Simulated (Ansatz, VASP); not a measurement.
MgO in VASP and in Ansatz

```xyz
4
Lattice="3.4841 0.0000 0.0000 -1.7420 3.0173 0.0000 0.0000 0.0000 4.1853" Properties=species:S:1:pos:R:3 pbc="T T T"
Mg    1.7420    1.0058    3.1390
Mg    0.0000    2.0115    1.0463
O     1.7420    1.0058    1.0463
O     0.0000    2.0115    3.1390
```

Alike in both runs: task single point; functional LDA; k mesh 12 × 12 × 6; no spin polarisation.

|  | VASP | Ansatz |
| --- | --- | --- |
| version | VASP 6.6.1 | Ansatz 0.2.0 |
| potentials or method | VASP PAW LDA potentials, release 64 (Mg_sv, O) | plane waves, PAW |
| plane-wave cutoff (eV) | 750 | 420 |
| occupations | gaussian, width 0.01 eV | fixed |
| valence electrons in the cell | 32 | 32 |

Ansatz gave:

```
gap on the k mesh at the Fermi level (eV)                     : 3.33
pressure (GPa)                                                : -4.1
traceless stress, the component that is largest in VASP (GPa) : -0.42
```

Which values does VASP return?

gap on the k mesh at the Fermi level (eV): 3.34; pressure (GPa): -4.1; traceless stress, the component that is largest in VASP (GPa): -0.42.

LDA's correlation is that of Perdew and Zunger in VASP and of Perdew and Wang (1992) in Ansatz.
